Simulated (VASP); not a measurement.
# MgS (P6_3mc) in VASP: single point with PBEsol

Aim: the single point of MgS with PBEsol.

All numbers are computed with VASP 6.6.1; they aren't measurements. Logs are shortened: lines on timing, memory, paths and dates and some standing lists are left out, and cuts for length are marked.

### 1 The cell of the first run

It takes space group P6_3mc (No. 186, hexagonal). Conventional cell: a = 4.035 Å, b = 4.035 Å, c = 6.432 Å, α = 90.00°, β = 90.00°, γ = 120.00°. Within 3.2 Å of Mg (site symmetry 3m) lie 4 S at 2.45 to 2.47 Å. S (site symmetry 3m) has 4 Mg at 2.45 to 2.47 Å within 3.2 Å.

### 2 Single point, PBEsol

Contents of INCAR:

```
SYSTEM = MgS
PREC = Accurate ; ENCUT = 520
EDIFF = 1E-6 ; ISMEAR = 0
SIGMA = 0.01 ; LREAL = .FALSE.
LASPH = .TRUE. ; NELM = 80
ALGO = Normal ; ISIF = 2
LWAVE = .FALSE. ; LCHARG = .FALSE.
GGA = PS ; NBANDS = 16
```

Contents of KPOINTS:

```
regular mesh
0
G
  6 6 4
  0 0 0
```

Contents of POSCAR:

```
MgS
1.0
    4.0346220000      0.0000000000      0.0000000000
   -2.0173110000      3.4940851467      0.0000000000
    0.0000000000      0.0000000000      6.4322940000
Mg S
2 2
Direct
    0.6666666667      0.3333333333      0.4957548500
    0.3333333333      0.6666666667      0.9957548500
    0.3333333333      0.6666666667      0.3792441500
    0.6666666667      0.3333333333      0.8792441500
```

Potentials or basis: VASP PAW PBE potentials, release 64 (Mg, S).

Command:

```
cat potpaw_PBE.64/Mg/POTCAR potpaw_PBE.64/S/POTCAR > POTCAR
mpirun -np 1 vasp_std > vasp.out
```

OUTCAR:

```text
SYSTEM = MgS
   PREC = Accurate
   ENCUT = 520
   EDIFF = 1E-6
   ISMEAR = 0
   LREAL = .FALSE.
   LASPH = .TRUE.
   NELM = 80
   ISIF = 2
   GGA = PS

 ion  position               nearest neighbor table
   1  0.667  0.333  0.496-   3 2.45   3 2.45   3 2.45   4 2.47
   2  0.333  0.667  0.996-   4 2.45   4 2.45   4 2.45   3 2.47
   3  0.333  0.667  0.379-   1 2.45   1 2.45   1 2.45   2 2.47
   4  0.667  0.333  0.879-   2 2.45   2 2.45   2 2.45   1 2.47

  LATTYP: Found a hexagonal cell.
 ALAT       =     4.0346220000
 C/A-ratio  =     1.5942742591

  Lattice vectors:

 A1 = (   4.0346220000,   0.0000000000,   0.0000000000)
 A2 = (  -2.0173110000,   3.4940851467,   0.0000000000)
 A3 = (   0.0000000000,   0.0000000000,   6.4322940000)

Analysis of symmetry for initial positions (statically):
=====================================================================
 Subroutine PRICEL returns:
 Original cell was already a primitive cell.

 Routine SETGRP: Setting up the symmetry group for a
 hexagonal supercell.

 Subroutine GETGRP returns: Found 12 space group operations
 (whereof  6 operations were pure point group operations)
 out of a pool of 24 trial point group operations.

The static configuration has the point symmetry C_3v.
 The point group associated with its full space group is C_6v.

Analysis of symmetry for dynamics (positions and initial velocities):
=====================================================================
 Subroutine PRICEL returns:
 Original cell was already a primitive cell.

 Routine SETGRP: Setting up the symmetry group for a
 hexagonal supercell.

 Subroutine GETGRP returns: Found 12 space group operations
 (whereof  6 operations were pure point group operations)
 out of a pool of 24 trial point group operations.

The dynamic configuration has the point symmetry C_3v.
 The point group associated with its full space group is C_6v.

 Subroutine INISYM returns: Found 12 space group operations
 (whereof  6 operations are pure point group operations),
 and found     1 'primitive' translations

----------------------------------------------------------------------------------------

                                     Primitive cell

  volume of cell :      90.6781

  direct lattice vectors                    reciprocal lattice vectors
     4.034622000  0.000000000  0.000000000     0.247854694  0.143098974  0.000000000
    -2.017311000  3.494085147  0.000000000     0.000000000  0.286197948  0.000000000
     0.000000000  0.000000000  6.432294000     0.000000000  0.000000000  0.155465531

  length of vectors
     4.034622000  4.034622000  6.432294000     0.286197948  0.286197948  0.155465531

  position of ions in fractional coordinates (direct lattice)
     0.666666667  0.333333333  0.495754850
     0.333333333  0.666666667  0.995754850
     0.333333333  0.666666667  0.379244150
     0.666666667  0.333333333  0.879244150

  ion indices of the primitive-cell ions
   primitive index   ion index
                 1           1
                 2           2
                 3           3
                 4           4

----------------------------------------------------------------------------------------

 KPOINTS: regular mesh

Automatic generation of k-mesh.
 Grid dimensions read from file:
 generate k-points for:    6    6    4

 Generating k-lattice:

  Cartesian coordinates                     Fractional coordinates (reciprocal lattice)
     0.041309116  0.023849829  0.000000000     0.166666667  0.000000000  0.000000000
     0.000000000  0.047699658  0.000000000     0.000000000  0.166666667  0.000000000
     0.000000000  0.000000000  0.038866383     0.000000000  0.000000000  0.250000000

  Length of vectors
     0.047699658  0.047699658  0.038866383

  Shift w.r.t. Gamma in fractional coordinates (k-lattice)
     0.000000000  0.000000000  0.000000000

 Subroutine IBZKPT returns following result:
 ===========================================

 Found     21 irreducible k-points:

 Following reciprocal coordinates:
            Coordinates               Weight
  0.000000  0.000000  0.000000      1.000000
  0.166667  0.000000  0.000000      6.000000
  0.333333  0.000000  0.000000      6.000000
  0.500000  0.000000  0.000000      3.000000
  0.166667  0.166667  0.000000      6.000000
  0.333333  0.166667  0.000000     12.000000
[... 13 lines left out ...]
  0.333333  0.166667  0.500000     12.000000
  0.333333  0.333333  0.500000      2.000000
   k-points           NKPTS =     21   k-points in BZ     NKDIM =     21   number of bands    NBANDS=     16
   number of dos      NEDOS =    301   number of ions     NIONS =      4
   total plane-waves  NPLWV =  43200
   dimension x,y,z NGX =    30 NGY =   30 NGZ =   48
   dimension x,y,z NGXF=    60 NGYF=   60 NGZF=   96
   ions per type =               2   2
   NGX,Y,Z   is equivalent  to a cutoff of  12.36, 12.36, 12.41 a.u.
   NGXF,Y,Z  is equivalent  to a cutoff of  24.72, 24.72, 24.81 a.u.
 SYSTEM =  MgS
   PREC   = accura    normal or accurate (medium, high low for compatibility)
   ISTART =      0    job   : 0-new  1-cont  2-samecut
   ICHARG =      2    charge: 1-file 2-atom 10-const
   ISPIN  =      1    spin polarized calculation?
   LNONCOLLINEAR =      F non collinear calculations
   LSORBIT =      F    spin-orbit coupling
   LASPH  =      T    aspherical Exc in radial PAW
   ENCUT  =  520.0 eV  38.22 Ry    6.18 a.u.   7.50  7.50 11.96*2*pi/ulx,y,z
   NELM   =     80;   NELMIN=  2; NELMDL= -5     # of ELM steps
   EDIFF  = 0.1E-05   stopping-criterion for ELM
   LREAL  =      F    real-space projection
   EDIFFG = 0.1E-04   stopping-criterion for IOM
   NSW    =      0    number of steps for IOM
   IBRION =     -1    ionic relax: 0-MD 1-quasi-New 2-CG
   NFREE  =      0    steps in history (QN), initial steepest desc. (CG)
   ISIF   =      2    stress and relaxation
   ISYM   =      2    0-nonsym 1-usesym 2-fastsym
   POTIM  = 0.5000    time-step for ionic-motion
   TEBEG  =    0.0;   TEEND  =   0.0 temperature during run
   PSTRESS=    0.0 pullay stress
   NELECT =      16.0000    total number of electrons
   NUPDOWN=      -1.0000    fix difference up-down
   EMIN   =  10.00;   EMAX   =-10.00  energy-range for DOS
   EFERMI =   0.00;   METHOD = LEGACY
   ISMEAR =     0;   SIGMA  =   0.01  broadening in eV -4-tet -1-fermi 0-gaus
   EFERMI_NEDOS =   21; number of points for ismear=-14 and -15
   IALGO  =     38    algorithm
   IMIX   =      4    mixing-type and parameters
     AMIX     =   0.40;   BMIX     =  1.00
     AMIX_MAG =   1.60;   BMIX_MAG =  1.00
  volume/ion in A,a.u.               =      22.67       152.98
  Fermi-wavevector in a.u.,A,eV,Ry     =   0.918221  1.735187 11.471488  0.843131
  Thomas-Fermi vector in A             =   2.043279
   LORBIT       =      0    0 simple, 1 ext, 2 COOP (PROOUT), +10 PAW based schemes
   GGA     = PS    functional components
   LHFCALC =     F    Hartree Fock is set to
   AEXX    =    0.0000 exact exchange contribution
   IVDW    =     0    specifies the selected vdW correction
   LEPSILON=     F    determine dielectric tensor
   LRPA    =     F    only Hartree local field effects (RPA)
 non-spin polarized calculation
 Gauss-broadening in eV      SIGMA  =   0.01
  energy-cutoff  :      520.00
  volume of cell :       90.68
 maximum number of plane-waves:      2466
 NGX is ok and might be reduce to    30
   NGX = 15   NGY = 15   NGZ = 23

 number of electron      16.0000004 magnetization

 Free energy of the ion-electron system (eV)
  ---------------------------------------------------
  ext. energy  EPLUGINS =         0.00000000
  ---------------------------------------------------
  free energy    TOTEN  =       -17.87112188 eV

  energy without entropy =      -17.87112188  energy(sigma->0) =      -17.87112188

 E-fermi :   1.2294     XC(G=0):  -8.5700

 val. band max:        1.1375835009   @ k =   0.0000   0.0000   0.0000
 cond. band min:       4.4070419375   @ k =   0.0000   0.0000   0.0000
 fundamental gap:      3.2694584367
 Fermi energy:         1.2293516896

 k-point     1 :       0.0000    0.0000    0.0000
  band No.  band energies     occupation
      1     -10.2762      2.00000
      2      -9.5334      2.00000
      3      -2.1401      2.00000
      4       0.5502      2.00000
      5       0.5502      2.00000
      6       0.9747      2.00000
[... 8 lines left out ...]
     15       9.5529      0.00000
     16      10.0962      0.00000

 k-point     2 :       0.1667    0.0000    0.0000
  band No.  band energies     occupation
      1     -10.1415      2.00000
      2      -9.4692      2.00000
      3      -1.9243      2.00000
      4      -0.2261      2.00000
      5       0.1729      2.00000
      6       0.3410      2.00000
[... 8 lines left out ...]
     15       9.6993      0.00000
     16       9.7558      0.00000

 k-point     3 :       0.3333    0.0000    0.0000
  band No.  band energies     occupation
      1      -9.8205      2.00000
      2      -9.3620      2.00000
      3      -1.5047      2.00000
      4      -1.2541      2.00000
      5      -0.8822      2.00000
      6       0.0104      2.00000
[... 8 lines left out ...]
     15       9.6733      0.00000
     16      11.1613      0.00000

 k-point     4 :       0.5000    0.0000    0.0000
  band No.  band energies     occupation
      1      -9.5984      2.00000
      2      -9.3523      2.00000
      3      -1.9286      2.00000
      4      -1.3464      2.00000
      5      -0.7787      2.00000
      6      -0.1302      2.00000
[... 8 lines left out ...]
     15      10.1003      0.00000
     16      12.0593      0.00000
[... 267 lines left out ...]
 k-point    19 :       0.1667    0.1667    0.5000
  band No.  band energies     occupation
      1      -9.6594      2.00000
      2      -9.6594      2.00000
      3      -1.3721      2.00000
      4      -1.3721      2.00000
      5       0.0823      2.00000
      6       0.0823      2.00000
[... 8 lines left out ...]
     15       9.9436      0.00000
     16       9.9436      0.00000

 k-point    20 :       0.3333    0.1667    0.5000
  band No.  band energies     occupation
      1      -9.4744      2.00000
      2      -9.4744      2.00000
      3      -1.8247      2.00000
      4      -1.8247      2.00000
      5      -0.3358      2.00000
      6      -0.3358      2.00000
[... 8 lines left out ...]
     15      10.4090      0.00000
     16      10.4090      0.00000

 k-point    21 :       0.3333    0.3333    0.5000
  band No.  band energies     occupation
      1      -9.4108      2.00000
      2      -9.4108      2.00000
      3      -1.7059      2.00000
      4      -1.7059      2.00000
      5      -0.9060      2.00000
      6      -0.9060      2.00000
[... 8 lines left out ...]
     15      10.3238      0.00000
     16      10.3238      0.00000

------------------------ aborting loop because EDIFF is reached ----------------------------------------

  FORCE on cell =-STRESS in cart. coord.  units (eV):
  Direction    XX          YY          ZZ          XY          YZ          ZX
  --------------------------------------------------------------------------------------
  -------------------------------------------------------------------------------------
  Total       -0.1655946     -0.1655946     -0.3548684      0.0000000      0.0000000     -0.0000000
  in kB       -2.9258671     -2.9258671     -6.2701177      0.0000000      0.0000000     -0.0000000
  external PRESSURE =      -4.0406173 kB  Pullay stress =       0.0000000 kB

 VOLUME and BASIS-vectors are now :
 -----------------------------------------------------------------------------
  energy-cutoff  :      520.00
  volume of cell :       90.68
      direct lattice vectors                 reciprocal lattice vectors
     4.034622000  0.000000000  0.000000000     0.247854694  0.143098974  0.000000000
    -2.017311000  3.494085147  0.000000000     0.000000000  0.286197948  0.000000000
     0.000000000  0.000000000  6.432294000     0.000000000  0.000000000  0.155465531

 POSITION                                       TOTAL-FORCE (eV/Angst)
 -----------------------------------------------------------------------------------
      2.01731      1.16470      3.18884         0.000000     -0.000000      0.044880
     -0.00000      2.32939      6.40499         0.000000      0.000000      0.044880
     -0.00000      2.32939      2.43941         0.000000     -0.000000     -0.044880
      2.01731      1.16470      5.65556        -0.000000     -0.000000     -0.044880
 -----------------------------------------------------------------------------------
    total drift:                               -0.000000      0.000000     -0.000031

  FREE ENERGIE OF THE ION-ELECTRON SYSTEM (eV)
  ---------------------------------------------------
  free  energy   TOTEN  =       -17.8711218752 eV

  energy  without entropy=      -17.8711218752  energy(sigma->0) =      -17.87112188
```

It took 35 s on 1 thread of Intel Xeon 8259CL, shared host; peak memory 0.2 GiB.

Results:

| Quantity | Value |
| --- | --- |
| Free energy | -17.8711 eV |
| Pressure | -0.4 GPa |
| Largest force | 0.045 eV/Å |
| Band gap on the k mesh | 3.27 eV, direct |

Forces in eV/Å, atoms in the order of the input:
```
Mg   0.000  0.000  0.045
Mg   0.000  0.000  0.045
S    0.000  0.000 -0.045
S    0.000  0.000 -0.045
```

Levels at points of the mesh, in eV from the valence-band top:
```csv
k point,band 6,band 7,band 8,band 9,band 10,band 11
"(0.00, 0.00, 0.00)",-0.16,-0.16,0.00,3.27,4.56,7.38
"(0.50, 0.00, 0.00)",-1.27,-0.96,-0.48,4.58,5.05,5.68
"(0.00, 0.00, 0.50)",-0.38,-0.38,-0.38,4.77,4.77,7.49
"(0.50, 0.00, 0.50)",-0.91,-0.82,-0.82,4.49,4.49,6.18
```

Caveat: the PAW data sets were made with another functional, which shifts forces and pressure a little.
